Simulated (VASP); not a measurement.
# IrPt2 (P6_3/mmc) in VASP: single point with PBE

Aim: the single point of IrPt2 with PBE.

Program: VASP 6.6.1. These are calculated values, not measurements. Logs are shortened: lines on timing, memory, paths and dates and some standing lists are left out, and cuts for length are marked.

**1. The cell of the first run**

Symmetry: P6_3/mmc, No. 194, hexagonal system. The conventional cell has a = 4.443 Å, b = 4.443 Å, c = 5.505 Å, α = 90.00°, β = 90.00°, γ = 120.00°. Ir (site symmetry -6m2) has 11 Pt at 2.57 to 2.91 Å within 3.4 Å. Pt (site symmetry -3m) has 8 Pt at 2.75 to 2.91 Å and 6 Ir at 2.91 Å within 3.6 Å. Pt (site symmetry -6m2) has 5 Ir at 2.57 to 2.75 Å and 6 Pt at 2.91 Å within 3.4 Å.

**2. Single point, PBE**

Input file INCAR:

```
SYSTEM = IrPt2
PREC = Accurate
ENCUT = 500
EDIFF = 1E-6
ISMEAR = 0
SIGMA = 0.2
LREAL = .False.
LASPH = .True.
NELM = 120
ALGO = Normal
ISIF = 2
LWAVE = .False.
LCHARG = .False.
GGA = PE
NBANDS = 38
GGA_COMPAT = .False.
```

Input file KPOINTS:

```
regular mesh
0
Gamma
  4 4 3
  0 0 0
```

Input file POSCAR:

```
IrPt2
1.0
    4.4432170574      0.0000000028      0.0000000000
   -2.2216085311      3.8479388449      0.0000000000
    0.0000000000      0.0000000000      5.5053904601
Ir Pt
2 4
Direct
    0.6666666667      0.3333333333      0.2500000000
    0.3333333333      0.6666666667      0.7500000000
    0.0000000000      0.0000000000      0.0000000000
    0.3333333333      0.6666666667      0.2500000000
    0.6666666667      0.3333333333      0.7500000000
    0.0000000000      0.0000000000      0.5000000000
```

Potentials or basis: VASP PAW PBE potentials, release 64 (Ir, Pt).

Run with:

```sh
$ cat potpaw_PBE.64/Ir/POTCAR potpaw_PBE.64/Pt/POTCAR > POTCAR
$ mpirun -np 1 vasp_std > vasp.out
```

OUTCAR:

```text
SYSTEM = IrPt2
   PREC = Accurate
   ENCUT = 500
   EDIFF = 1E-6
   ISMEAR = 0
   LREAL = .False.
   LASPH = .True.
   NELM = 120
   ISIF = 2
   GGA = PE

 ion  position               nearest neighbor table
   1  0.667  0.333  0.250-   4 2.57   4 2.57   4 2.57   5 2.75   5 2.75   3 2.91   6 2.91   3 2.91
                             6 2.91   3 2.91   6 2.91
   2  0.333  0.667  0.750-   5 2.57   5 2.57   5 2.57   4 2.75   4 2.75   3 2.91   6 2.91   6 2.91
                             3 2.91   6 2.91   3 2.91
   3  0.000  0.000  0.000-   6 2.75   6 2.75   4 2.91   5 2.91   1 2.91   2 2.91   1 2.91   5 2.91
                             2 2.91   4 2.91   1 2.91   5 2.91   2 2.91   4 2.91
   4  0.333  0.667  0.250-   1 2.57   1 2.57   1 2.57   2 2.75   2 2.75   3 2.91   6 2.91   6 2.91
                             3 2.91   6 2.91   3 2.91
   5  0.667  0.333  0.750-   2 2.57   2 2.57   2 2.57   1 2.75   1 2.75   3 2.91   6 2.91   3 2.91
                             6 2.91   3 2.91   6 2.91
   6  0.000  0.000  0.500-   3 2.75   3 2.75   1 2.91   4 2.91   5 2.91   2 2.91   1 2.91   5 2.91
                             2 2.91   4 2.91   1 2.91   5 2.91   2 2.91   4 2.91

  LATTYP: Found a hexagonal cell.
 ALAT       =     4.4432170574
 C/A-ratio  =     1.2390550335

  Lattice vectors:

 A1 = (   4.4432170574,   0.0000000028,   0.0000000000)
 A2 = (  -2.2216085311,   3.8479388449,   0.0000000000)
 A3 = (   0.0000000000,   0.0000000000,   5.5053904601)

Analysis of symmetry for initial positions (statically):
=====================================================================
 Subroutine PRICEL returns:
 Original cell was already a primitive cell.

 Routine SETGRP: Setting up the symmetry group for a
 hexagonal supercell.

 Subroutine GETGRP returns: Found 24 space group operations
 (whereof 12 operations were pure point group operations)
 out of a pool of 24 trial point group operations.

The static configuration has the point symmetry D_3d.
 The point group associated with its full space group is D_6h.

Analysis of symmetry for dynamics (positions and initial velocities):
=====================================================================
 Subroutine PRICEL returns:
 Original cell was already a primitive cell.

 Routine SETGRP: Setting up the symmetry group for a
 hexagonal supercell.

 Subroutine GETGRP returns: Found 24 space group operations
 (whereof 12 operations were pure point group operations)
 out of a pool of 24 trial point group operations.

The dynamic configuration has the point symmetry D_3d.
 The point group associated with its full space group is D_6h.

 Subroutine INISYM returns: Found 24 space group operations
 (whereof 12 operations are pure point group operations),
 and found     1 'primitive' translations

----------------------------------------------------------------------------------------

                                     Primitive cell

  volume of cell :      94.1269

  direct lattice vectors                    reciprocal lattice vectors
     4.443217057  0.000000003  0.000000000     0.225062154  0.129939695  0.000000000
    -2.221608531  3.847938845  0.000000000    -0.000000000  0.259879390  0.000000000
     0.000000000  0.000000000  5.505390460     0.000000000  0.000000000  0.181640159

  length of vectors
     4.443217057  4.443217057  5.505390460     0.259879390  0.259879390  0.181640159

  position of ions in fractional coordinates (direct lattice)
     0.666666667  0.333333333  0.250000000
     0.333333333  0.666666667  0.750000000
     0.000000000  0.000000000  0.000000000
     0.333333333  0.666666667  0.250000000
     0.666666667  0.333333333  0.750000000
     0.000000000  0.000000000  0.500000000

  ion indices of the primitive-cell ions
   primitive index   ion index
                 1           1
                 2           2
                 3           3
                 4           4
                 5           5
                 6           6

----------------------------------------------------------------------------------------

 KPOINTS: regular mesh

Automatic generation of k-mesh.
 Grid dimensions read from file:
 generate k-points for:    4    4    3

 Generating k-lattice:

  Cartesian coordinates                     Fractional coordinates (reciprocal lattice)
     0.056265538  0.032484924  0.000000000     0.250000000  0.000000000  0.000000000
    -0.000000000  0.064969847  0.000000000    -0.000000000  0.250000000  0.000000000
     0.000000000  0.000000000  0.060546720     0.000000000  0.000000000  0.333333333

  Length of vectors
     0.064969847  0.064969847  0.060546720

  Shift w.r.t. Gamma in fractional coordinates (k-lattice)
     0.000000000  0.000000000  0.000000000

 Subroutine IBZKPT returns following result:
 ===========================================

 Found      8 irreducible k-points:

 Following reciprocal coordinates:
            Coordinates               Weight
  0.000000  0.000000  0.000000      1.000000
  0.250000 -0.000000  0.000000      6.000000
  0.500000 -0.000000  0.000000      3.000000
  0.250000  0.250000  0.000000      6.000000
  0.000000  0.000000  0.333333      2.000000
  0.250000 -0.000000  0.333333     12.000000
  0.500000 -0.000000  0.333333      6.000000
  0.250000  0.250000  0.333333     12.000000
   k-points           NKPTS =      8   k-points in BZ     NKDIM =      8   number of bands    NBANDS=     38
   number of dos      NEDOS =    301   number of ions     NIONS =      6
   total plane-waves  NPLWV =  40960
   dimension x,y,z NGX =    32 NGY =   32 NGZ =   40
   dimension x,y,z NGXF=    64 NGYF=   64 NGZF=   80
   ions per type =               2   4
   NGX,Y,Z   is equivalent  to a cutoff of  11.97, 11.97, 12.08 a.u.
   NGXF,Y,Z  is equivalent  to a cutoff of  23.95, 23.95, 24.16 a.u.
 SYSTEM =  IrPt2
   PREC   = accura    normal or accurate (medium, high low for compatibility)
   ISTART =      0    job   : 0-new  1-cont  2-samecut
   ICHARG =      2    charge: 1-file 2-atom 10-const
   ISPIN  =      1    spin polarized calculation?
   LNONCOLLINEAR =      F non collinear calculations
   LSORBIT =      F    spin-orbit coupling
   LASPH  =      T    aspherical Exc in radial PAW
   ENCUT  =  500.0 eV  36.75 Ry    6.06 a.u.   8.10  8.10 10.04*2*pi/ulx,y,z
   NELM   =    120;   NELMIN=  2; NELMDL= -5     # of ELM steps
   EDIFF  = 0.1E-05   stopping-criterion for ELM
   LREAL  =      F    real-space projection
   EDIFFG = 0.1E-04   stopping-criterion for IOM
   NSW    =      0    number of steps for IOM
   IBRION =     -1    ionic relax: 0-MD 1-quasi-New 2-CG
   NFREE  =      0    steps in history (QN), initial steepest desc. (CG)
   ISIF   =      2    stress and relaxation
   ISYM   =      2    0-nonsym 1-usesym 2-fastsym
   POTIM  = 0.5000    time-step for ionic-motion
   TEBEG  =    0.0;   TEEND  =   0.0 temperature during run
   PSTRESS=    0.0 pullay stress
   NELECT =      58.0000    total number of electrons
   NUPDOWN=      -1.0000    fix difference up-down
   EMIN   =  10.00;   EMAX   =-10.00  energy-range for DOS
   EFERMI =   0.00;   METHOD = LEGACY
   ISMEAR =     0;   SIGMA  =   0.20  broadening in eV -4-tet -1-fermi 0-gaus
   EFERMI_NEDOS =   21; number of points for ismear=-14 and -15
   IALGO  =     38    algorithm
   IMIX   =      4    mixing-type and parameters
     AMIX     =   0.40;   BMIX     =  1.00
     AMIX_MAG =   1.60;   BMIX_MAG =  1.00
  volume/ion in A,a.u.               =      15.69       105.87
  Fermi-wavevector in a.u.,A,eV,Ry     =   1.393091  2.632561 26.404870  1.940703
  Thomas-Fermi vector in A             =   2.516771
   LORBIT       =      0    0 simple, 1 ext, 2 COOP (PROOUT), +10 PAW based schemes
   GGA     = PE    functional components
   LHFCALC =     F    Hartree Fock is set to
   AEXX    =    0.0000 exact exchange contribution
   IVDW    =     0    specifies the selected vdW correction
   LEPSILON=     F    determine dielectric tensor
   LRPA    =     F    only Hartree local field effects (RPA)
 non-spin polarized calculation
 Gauss-broadening in eV      SIGMA  =   0.20
  energy-cutoff  :      500.00
  volume of cell :       94.13
 maximum number of plane-waves:      2410
   NGX = 17   NGY = 17   NGZ = 21

 number of electron      57.9999997 magnetization

 Free energy of the ion-electron system (eV)
  ---------------------------------------------------
  ext. energy  EPLUGINS =         0.00000000
  ---------------------------------------------------
  free energy    TOTEN  =       -40.47749162 eV

  energy without entropy =      -40.28566677  energy(sigma->0) =      -40.38157919

 E-fermi :   9.9179     XC(G=0): -13.2787

 val. band max:        9.9078310130   @ k =   0.2500  -0.0000   0.3333
 cond. band min:       9.9209388264   @ k =   0.5000  -0.0000   0.0000
 fundamental gap:      0.0131078134
 Fermi energy:         9.9179375585

 k-point     1 :       0.0000    0.0000    0.0000
  band No.  band energies     occupation
      1       0.0427      2.00000
      2       3.6252      2.00000
      3       3.6276      2.00000
      4       3.7996      2.00000
      5       3.7996      2.00000
      6       4.1075      2.00000
[... 30 lines left out ...]
     37      17.5790      0.00000
     38      17.6461      0.00000

 k-point     2 :       0.2500   -0.0000    0.0000
  band No.  band energies     occupation
      1       0.8964      2.00000
      2       3.1543      2.00000
      3       3.6090      2.00000
      4       4.0122      2.00000
      5       4.0486      2.00000
      6       4.2104      2.00000
[... 30 lines left out ...]
     37      16.6069      0.00000
     38      16.7823      0.00000

 k-point     3 :       0.5000   -0.0000    0.0000
  band No.  band energies     occupation
      1       2.6439      2.00000
      2       3.0425      2.00000
      3       3.1372      2.00000
      4       3.4925      2.00000
      5       3.6715      2.00000
      6       4.3759      2.00000
[... 30 lines left out ...]
     37      15.3897      0.00000
     38      16.3170      0.00000

 k-point     4 :       0.2500    0.2500    0.0000
  band No.  band energies     occupation
      1       2.1747      2.00000
      2       3.0351      2.00000
      3       3.4334      2.00000
      4       3.4636      2.00000
      5       3.5691      2.00000
      6       4.7566      2.00000
[... 30 lines left out ...]
     37      15.8850      0.00000
     38      15.9158      0.00000

 k-point     5 :       0.0000    0.0000    0.3333
  band No.  band energies     occupation
      1       0.7379      2.00000
      2       2.4137      2.00000
      3       4.2053      2.00000
      4       4.2053      2.00000
      5       4.3231      2.00000
      6       4.4453      2.00000
[... 30 lines left out ...]
     37      17.2769      0.00000
     38      18.0096      0.00000

 k-point     6 :       0.2500   -0.0000    0.3333
  band No.  band energies     occupation
      1       1.5362      2.00000
      2       2.7707      2.00000
      3       4.0243      2.00000
      4       4.2568      2.00000
      5       4.3219      2.00000
      6       4.4478      2.00000
[... 30 lines left out ...]
     37      15.8375      0.00000
     38      16.8830      0.00000

 k-point     7 :       0.5000   -0.0000    0.3333
  band No.  band energies     occupation
      1       3.2247      2.00000
      2       3.4615      2.00000
      3       3.5799      2.00000
      4       3.6102      2.00000
      5       3.7967      2.00000
      6       4.3347      2.00000
[... 30 lines left out ...]
     37      16.1719      0.00000
     38      16.2195      0.00000

 k-point     8 :       0.2500    0.2500    0.3333
  band No.  band energies     occupation
      1       2.7546      2.00000
      2       3.4497      2.00000
      3       3.4578      2.00000
      4       3.7792      2.00000
      5       3.9458      2.00000
      6       4.6217      2.00000
[... 30 lines left out ...]
     37      17.1978      0.00000
     38      19.0039      0.00000

------------------------ aborting loop because EDIFF is reached ----------------------------------------

  FORCE on cell =-STRESS in cart. coord.  units (eV):
  Direction    XX          YY          ZZ          XY          YZ          ZX
  --------------------------------------------------------------------------------------
  -------------------------------------------------------------------------------------
  Total       -0.0480755     -0.0480755     -0.4129396     -0.0000000     -0.0000000      0.0000000
  in kB       -0.8183151     -0.8183151     -7.0288340     -0.0000000     -0.0000000      0.0000000
  external PRESSURE =      -2.8884881 kB  Pullay stress =       0.0000000 kB

 VOLUME and BASIS-vectors are now :
 -----------------------------------------------------------------------------
  energy-cutoff  :      500.00
  volume of cell :       94.13
      direct lattice vectors                 reciprocal lattice vectors
     4.443217057  0.000000003  0.000000000     0.225062154  0.129939695  0.000000000
    -2.221608531  3.847938845  0.000000000    -0.000000000  0.259879390  0.000000000
     0.000000000  0.000000000  5.505390460     0.000000000  0.000000000  0.181640159

 POSITION                                       TOTAL-FORCE (eV/Angst)
 -----------------------------------------------------------------------------------
      2.22161      1.28265      1.37635         0.000000      0.000000      0.000000
     -0.00000      2.56529      4.12904        -0.000000     -0.000000      0.000000
      0.00000      0.00000      0.00000        -0.000000     -0.000000      0.000000
     -0.00000      2.56529      1.37635        -0.000000     -0.000000     -0.000000
      2.22161      1.28265      4.12904         0.000000      0.000000     -0.000000
      0.00000      0.00000      2.75270        -0.000000     -0.000000      0.000000
 -----------------------------------------------------------------------------------
    total drift:                               -0.000000      0.000000      0.000000

  FREE ENERGIE OF THE ION-ELECTRON SYSTEM (eV)
  ---------------------------------------------------
  free  energy   TOTEN  =       -40.4774916208 eV

  energy  without entropy=      -40.2856667656  energy(sigma->0) =      -40.38157919
```

Run time: 26 s. Hardware: 1 thread of AMD EPYC 7R43 (Zen 3), shared host; peak memory 0.17 GiB.

Results:

```yaml
Free_energy: -40.4775 eV
Pressure: -0.3 GPa
Band_gap_on_the_k_mesh: zero (band 29 reaches 10.54 eV, above the bottom of band 30 at 9.76 eV)
```

Levels at points of the mesh, in eV from the Fermi level:
```
           k point  band 25  band 26  band 27  band 28  band 29  band 30  band 31  band 32
(0.00, 0.00, 0.00)    -0.61    -0.61     0.07     0.07     0.62     0.62     1.56     1.80
(0.50, 0.00, 0.00)    -0.56    -0.40     0.00     0.05     0.06     0.11     0.14     0.60
```

Caveat: the k points lie up to 0.41 Å⁻¹ apart; spin-orbit coupling is left out, which moves the levels of the heavy elements.
